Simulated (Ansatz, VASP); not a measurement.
Se in VASP and in Ansatz

Contents of POSCAR:

```
Se
1.0
    2.1846300000      3.7838910000      0.0000000000
   -2.1846300000      3.7838910000      0.0000000000
    0.0000000000      0.0000000000      4.9570730000
Se
3
Direct
    0.2254000000      0.7746000000      0.3333300000
    0.0000000000      0.2254000000      0.6666600000
    0.7746000000      0.0000000000      0.0000000000
```

INCAR.step1

```
SYSTEM = Se
PREC = Accurate
ENCUT = 520
ISMEAR = -1
SIGMA = 0.0183
LREAL = .FALSE.
LASPH = .TRUE.
NELM = 80
NBANDS = 16
GGA = PE
ALGO = Normal
EDIFF = 1E-4
LWAVE = .TRUE.
LCHARG = .FALSE.
```

File INCAR.step2:

```
SYSTEM = Se
PREC = Accurate
ENCUT = 520
EDIFF = 1E-6
ISMEAR = -1
SIGMA = 0.0183
LREAL = .FALSE.
LASPH = .TRUE.
NELM = 80
ALGO = Normal
ISIF = 2
LWAVE = .FALSE.
LCHARG = .TRUE.
METAGGA = R2SCAN
LMIXTAU = .TRUE.
LELF = .TRUE.
LVHAR = .TRUE.
NBANDS = 16
ISTART = 1
```

The input KPOINTS:

```
Automatic mesh
0
G
  7 7 5
  0 0 0
```

Input for Ansatz:

```yaml
crystal:
  lattice:
    - [2.18463, 3.783891, 0.0]
    - [-2.18463, 3.783891, 0.0]
    - [0.0, 0.0, 4.957073]
  atoms:
    - { symbol: Se, position: [0.2254, 0.7746, 0.33333] }
    - { symbol: Se, position: [0.0, 0.2254, 0.66666] }
    - { symbol: Se, position: [0.7746, 0.0, 0.0] }
  symmetry: { tolerance: 0.0003 }
kpoints:
  mp_grid: { grid: [7, 7, 5], shift: [0, 0, 0] }
  band_path:
    path:
      - [0.0, 0.0, 0.0]
      - [0.5, 0.5, 0.0]
      - [0.33333333, 0.66666667, 0.0]
      - [0.0, 0.0, 0.0]
      - [0.0, 0.0, 0.5]
      - [0.5, 0.5, 0.5]
      - [0.33333333, 0.66666667, 0.5]
      - [0.0, 0.0, 0.5]
      - [0.5, 0.5, 0.5]
      - [0.5, 0.5, 0.0]
      - [0.33333333, 0.66666667, 0.5]
    npoints: 6
magnetization:
  spin_polarized: false
scf:
  occupations: { method: fermi_dirac, width: 0.0183 }
  lower_state_search: "off"
  max_iter: 200
hamiltonian:
  pseudopotentials: { kind: paw }
  xc: r2scan
basis:
  ecutwfc: 500
  fft_grid_basis: typed
output:
  forces: true
  stress: true
  eigenvalues: true
  bader: true
  populations: true
  elf: true
  write_potential: true
  volumetric_format: npy
  dos:
    e_range: [-12, 8]
    de: 0.05
    projected: { site_lists: { Se: [Se] } }
checkpoint:
  read: saved_state
```

Alike in both runs: task single point; functional r2SCAN; k mesh 7 × 7 × 5; occupations fermi-dirac, width 0.0183 eV; no spin polarisation.

```csv
,VASP,Ansatz
version,VASP 6.6.1,Ansatz 0.2.0
potentials or method,"VASP PAW PBE potentials, release 64 (Se), cutoff 520 eV",PAW plane waves
valence electrons in the cell,18,48
```

|  | VASP | Ansatz | Ansatz less VASP |
| --- | --- | --- | --- |
| gap on the k mesh at the Fermi level (eV) | 1.52 | 1.52 | +0.003 |
| pressure (GPa) | 1.2 | 1.2 | +0.03 |
| traceless stress, the component that is largest in VASP (GPa) | 0.51 | 0.52 | +0.016 |
| rms of the force components (eV/Å) | 0.020 | 0.018 | -0.0015 |

VASP's potentials were made for PBE, not for r2SCAN. Atom by atom the forces differ by 0.001 eV/Å (rms over components). VASP's potentials hold 18 valence electrons a cell and Ansatz's 48, so a difference there can come from the potentials and not from the codes. Ansatz's warnings: structure snapped to symmetry.
